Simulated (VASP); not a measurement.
Rh: single point with PBE

Rh:

```
CELL_PARAMETERS angstrom
2.13994 0.00000 0.00000
0.00000 2.13994 0.00000
0.00000 0.00000 2.13994
ATOMIC_POSITIONS crystal
Rh 0.00000 0.00000 0.00000
```

This cell differs from its parent crystal: volume scaled by 0.6.

```yaml
Program: VASP 6.6.1
Task: single point
Functional: PBE
Potentials_or_basis: VASP PAW PBE potentials, release 64 (Rh_pv)
Cutoff: 520 eV
k_mesh: 15 × 15 × 15
Occupations: fermi-dirac, width 0.1 eV
Spin: no spin polarisation
```

The pressure is 329.0 GPa.

Levels at points of the mesh, in eV from the Fermi level:
```tsv
k point	band 4	band 5	band 6	band 7	band 8	band 9	band 10	band 11	band 12	band 13
(0.00, 0.00, 0.00)	-10.45	-10.33	-10.33	1.72	1.72	1.72	19.97	20.62	20.62	20.62
```

Run time: 13 s on 1 thread of AMD EPYC 7R43 64-Core Processor (Zen 3), on a shared host, peak memory 0.09 GiB.
